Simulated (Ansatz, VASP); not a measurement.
# One calculation of SiC, two programs

```
CELL_PARAMETERS angstrom
0.01026 2.18999 2.17016
2.18999 0.01026 2.17016
2.20024 2.20024 0.00000
ATOMIC_POSITIONS crystal
Si 0.00047 0.00047 0.99953
C 0.24953 0.24953 0.25047
```

Change from the starting cell: strained cell.

Alike in both runs: functional PBEsol; k mesh 10 × 10 × 10; occupations gaussian, width 0.02 eV; no spin polarisation.

Ansatz relaxed the structure, and its values are those at the end. VASP's run is a single point on that final structure, the one shown.

|  | VASP | Ansatz |
| --- | --- | --- |
| version | VASP 6.6.1 | Ansatz 0.2.0 |
| potentials or method | VASP PAW PBE potentials, release 64 (Si, C), cutoff 600 eV | scalar-relativistic, plane waves, PAW |
| valence electrons in the cell | 8 | 8 |

Ansatz gave:

| Item | Value |
| --- | --- |
| gap on the k mesh at the Fermi level (eV) | 1.15 |
| least direct gap on the mesh (eV) | 4.37 |
| pressure (GPa) | -1.5 |

Which values does VASP return?

gap on the k mesh at the Fermi level (eV): 1.14; least direct gap on the mesh (eV): 4.36; pressure (GPa): -1.3.

VASP's potentials were made for PBE, not for PBEsol, and Ansatz warns of the same on its side. Ansatz's warnings: stress scf threshold loose.
